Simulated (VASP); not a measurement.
A run of VASP 6.6.1 is set up as follows.

File INCAR:

```
PREC = Accurate
ENCUT = 520
EDIFF = 1E-7
ISMEAR = -1
SIGMA = 0.05
LREAL = F
LASPH = T
NELM = 80
ALGO = Normal
ISIF = 2
LWAVE = F
LCHARG = F
GGA = CA
NBANDS = 30
```

Contents of KPOINTS:

```
regular mesh
0
Gamma
  12 12 4
```

File POSCAR:

```
Au
1.0
    2.8774699746      0.0000000000      0.0000000000
   -1.4387349873      2.4919620966      0.0000000000
    0.0000000000      0.0000000000      9.3895149813
Au
4
Direct
    0.0000000000      0.0000000000      0.0000000000
    0.0000000000      0.0000000000      0.5000000000
    0.3333333333      0.6666666667      0.2500000000
    0.6666666667      0.3333333333      0.7500000000
```

Potentials or basis: VASP PAW LDA potentials, release 64 (Au).

Command:

```bash
$ cat potpaw_LDA.64/Au/POTCAR > POTCAR
$ mpirun -np 1 vasp_std > vasp.out
```

Problem. Predict the band gap on the k mesh.

Solution. Zero (band 22 reaches 12.23 eV, above the bottom of band 23 at 7.17 eV).

Problem. Predict the pressure.

Solution. -2.1 GPa.

Caveat: spin-orbit coupling is left out, which moves the levels of the heavy elements.
